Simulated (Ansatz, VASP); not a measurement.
# CsIn in VASP and in Ansatz

```
Cs In
1.0
     4.79889    0.00000    0.00000
    -2.39945    4.15596    0.00000
     0.00000    0.00000    7.68526
Cs In
2 2
Direct
  0.33333 0.66667 0.00000
  0.66667 0.33333 0.50000
  0.33333 0.66667 0.38210
  0.66667 0.33333 0.88210
```

Alike in both runs: task relaxation of cell and atoms; functional PBE; k mesh 6 × 6 × 2; occupations gaussian, width 0.1 eV; no spin polarisation.

```csv
,VASP,Ansatz
version,VASP 6.6.1,Ansatz 0.2.0
potentials or method,"VASP PAW PBE potentials, release 64 (Cs_sv, In_d), cutoff 600 eV","scalar-relativistic, plane waves, PAW"
valence electrons in the cell,44,44
```

|  | VASP | Ansatz | Ansatz less VASP |
| --- | --- | --- | --- |
| gap on the k mesh at the Fermi level, each at its own relaxed structure (eV) | none | none | - |
| relaxed volume (Å³/atom) | 83.52 | 50.02 | -33.500 |
| relaxed length of the cell vector where the two differ most in proportion (Å) | 9.925 | 13.742 | +3.8168 |

A gap of «none» marks a metal or a gap that the smearing closes. One of these differences is far larger than is usual between the two programs; its cause wasn't traced.

The k mesh is coarse, so the values compare programs but aren't converged. Neither program's run includes spin-orbit coupling. Noted on VASP's run: the volume moved by over 15 % at a fixed basis, so the end points are rough.
